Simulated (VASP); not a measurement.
A run of VASP 6.6.1 is set up as follows.

File INCAR:

```
SYSTEM = Zn
ALGO     = Normal         ! electronic algorithm
EDIFF    = 1E-6           ! SCF threshold, eV
ENCUT    = 520            ! plane-wave cutoff, eV
GGA      = PS             ! functional
ISIF     = 2              ! what is computed and relaxed
ISMEAR   = 0              ! smearing method
LASPH    = .TRUE.         ! aspherical terms in the spheres
LCHARG   = .FALSE.        ! write CHGCAR
LREAL    = .FALSE.        ! projectors in reciprocal space
LWAVE    = .FALSE.        ! write WAVECAR
NBANDS   = 19             ! bands
NELM     = 80             ! most SCF steps
PREC     = Accurate       ! precision mode
SIGMA    = 0.1            ! smearing width, eV
```

KPOINTS

```
k-points
0
G
  6 6 4
  0 0 0
```

POSCAR

```
Zn
1.0
    2.6647980532      0.0000000000      0.0000000000
   -1.3323990266      2.3077828100      0.0000000000
    0.0000000000      0.0000000000      4.9467000000
Zn
2
Direct
    0.3333333333      0.6666666667      0.2500000000
    0.6666666667      0.3333333333      0.7500000000
```

Potentials or basis: VASP PAW PBE potentials, release 64 (Zn).

The run is started by

```console
$ cat potpaw_PBE.64/Zn/POTCAR > POTCAR
$ mpirun -np 1 vasp_std > vasp.out
```

Problem. Estimate the pressure.

Solution. -3.5 GPa.

Problem. Estimate the band gap on the k mesh.

Solution. Zero (band 12 reaches 3.88 eV, above the bottom of band 13 at -0.09 eV).

Stress tensor (GPa, compression positive):
```
-4.57  0.00  0.00
 0.00 -4.57  0.00
 0.00  0.00 -1.50
```

Caveat: the k points lie up to 0.45 Å⁻¹ apart; the PAW data sets were made with another functional, which shifts forces and pressure a little.
